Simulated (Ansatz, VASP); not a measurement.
**One calculation of KCl, two programs**

File INCAR:

```
SYSTEM = KCl
PREC = Accurate
ENCUT = 400
EDIFF = 1E-8
ISMEAR = -1
SIGMA = 0.01
LREAL = .FALSE.
LASPH = .TRUE.
NELM = 120
ALGO = Normal
ISIF = 2
LWAVE = .FALSE.
LCHARG = .FALSE.
GGA = PS
LEFG = .TRUE.
NBANDS = 15
GGA_COMPAT = .FALSE.
```

Contents of KPOINTS:

```
regular mesh
0
G
  7 7 7
  0 0 0
```

File POSCAR:

```
KCl
1.0
    3.7066800000      0.0000000000      0.0000000000
    0.0000000000      3.7066800000      0.0000000000
    0.0000000000      0.0000000000      3.6340000000
K Cl
1 1
Direct
    0.0000000000      0.0000000000      0.0000000000
    0.5000000000      0.5000000000      0.5000000000
```

Input for Ansatz:

```yaml
crystal:
  lattice:
    - [3.70668, 0.0, 0.0]
    - [0.0, 3.70668, 0.0]
    - [0.0, 0.0, 3.634]
  atoms:
    - { symbol: K, position: [0.0, 0.0, 0.0] }
    - { symbol: Cl, position: [0.5, 0.5, 0.5] }
kpoints:
  mp_grid: { grid: [7, 7, 7] }
scf:
  occupations: { method: fermi_dirac, width: 0.01 }
hamiltonian:
  xc: pbesol
  pseudopotentials: { kind: all_electron, datasets: crystal }
output:
  forces: true
  stress: true
  eigenvalues: true
  efg: { contact_densities: true }
```

Change from the starting cell: equal xx and yy strain of +2 %, crystal datasets.

Alike in both runs: task electric field gradients; functional PBEsol; k mesh 7 × 7 × 7; occupations fermi-dirac, width 0.01 eV; no spin polarisation.

|  | VASP | Ansatz |
| --- | --- | --- |
| version | VASP 6.6.1 | Ansatz 0.2.0 |
| potentials or method | VASP PAW PBE potentials, release 64 (K_sv, Cl), cutoff 400 eV | all-electron PAW with datasets made for the crystal, scalar-relativistic |

Ansatz gave:

```
gap on the k mesh at the Fermi level (eV)                     : 5.12
pressure (GPa)                                                : 1.1
traceless stress, the component that is largest in VASP (GPa) : 0.65
size of Vzz on the site where it differs most (V/Å²)          : 5.2
```

Task: What did VASP give for the same quantities?

Result: gap on the k mesh at the Fermi level (eV): 5.12; pressure (GPa): 1.2; traceless stress, the component that is largest in VASP (GPa): 0.64; size of Vzz on the site where it differs most (V/Å²): 5.1.

VASP's potentials were made for PBE, not for PBEsol. Ansatz ran all-electron here, and VASP with PAW potentials.
